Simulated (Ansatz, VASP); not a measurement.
# One calculation of InSb, two programs

```
CELL_PARAMETERS angstrom
0.00000 2.96939 3.56209
2.96939 0.00000 3.56209
2.96939 2.96939 0.00000
ATOMIC_POSITIONS crystal
In 0.00000 0.00000 0.00000
Sb 0.50000 0.50000 0.50000
```

Alike in both runs: task single point; functional PBE; k mesh 14 × 14 × 14; occupations gaussian, width 0.15 eV; no spin polarisation.

```csv
,VASP,Ansatz
version,VASP 6.6.1,Ansatz 0.2.0
potentials or method,"VASP PAW PBE potentials, release 64 (In_d, Sb), cutoff 520 eV","scalar-relativistic, plane waves, PAW"
valence electrons in the cell,18,28
```

|  | VASP | Ansatz | Ansatz less VASP |
| --- | --- | --- | --- |
| gap on the k mesh at the Fermi level (eV) | none | none | - |
| pressure (GPa) | -0.5 | -0.5 | +0.03 |
| traceless stress, the component that is largest in VASP (GPa) | -4.84 | -4.84 | -0.002 |

A gap of «none» marks a metal or a gap that the smearing closes. The functional is the same, so the differences come from potentials, cutoffs and numerics. VASP's potentials hold 18 valence electrons a cell and Ansatz's 28, so a difference there can come from the potentials and not from the codes.

Spin-orbit coupling is off throughout.
